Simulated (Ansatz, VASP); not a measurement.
# SiC: VASP beside Ansatz

The input INCAR:

```
  PREC = Accurate
  ENCUT = 600
  EDIFF = 1E-6
  ISMEAR = 0
  SIGMA = 0.01
  LREAL = F
  LASPH = T
  NELM = 120
  ALGO = Normal
  ISIF = 2
  LWAVE = F
  LCHARG = F
  NBANDS = 11
  GGA_COMPAT = F
```

KPOINTS

```
regular mesh
0
Gamma
  10 10 10
```

The input POSCAR:

```
SiC
1.0
    0.0000000000      2.0569145754      2.0569145754
    2.0569145754      0.0000000000      2.0569145754
    2.0569145754      2.0569145754      0.0000000000
Si C
1 1
Direct
    0.0000000000      0.0000000000      0.0000000000
    0.2500000000      0.2500000000      0.2500000000
```

Input for Ansatz:

```yaml
crystal:
  lattice:
    - [0.0, 2.0569145754, 2.0569145754]
    - [2.0569145754, 0.0, 2.0569145754]
    - [2.0569145754, 2.0569145754, 0.0]
  atoms:
    - { symbol: Si, position: [0.0, 0.0, 0.0] }
    - { symbol: C, position: [0.25, 0.25, 0.25] }
scf:
  occupations: { method: fixed }
output:
  forces: true
  stress: true
  eigenvalues: true
hamiltonian:
  xc: lda
basis:
  ecutwfc: 560
kpoints:
  mp_grid: { grid: [10, 10, 10] }
```

Alike in both runs: task single point; functional LDA; k mesh 10 × 10 × 10; no spin polarisation.

|  | VASP | Ansatz |
| --- | --- | --- |
| version | VASP 6.6.1 | Ansatz 0.2.0 |
| potentials or method | VASP PAW LDA potentials, release 64 (Si, C), cutoff 600 eV | scalar-relativistic, plane waves, PAW |
| occupations | gaussian, width 0.01 eV | fixed |
| valence electrons in the cell | 8 | 8 |

VASP gave:

```
gap on the k mesh at the Fermi level (eV) : 1.14
least direct gap on the mesh (eV)         : 4.66
```

What did Ansatz give for the same quantities?

gap on the k mesh at the Fermi level (eV): 1.15; least direct gap on the mesh (eV): 4.68.

LDA's correlation is that of Perdew and Zunger in VASP and of Perdew and Wang (1992) in Ansatz.
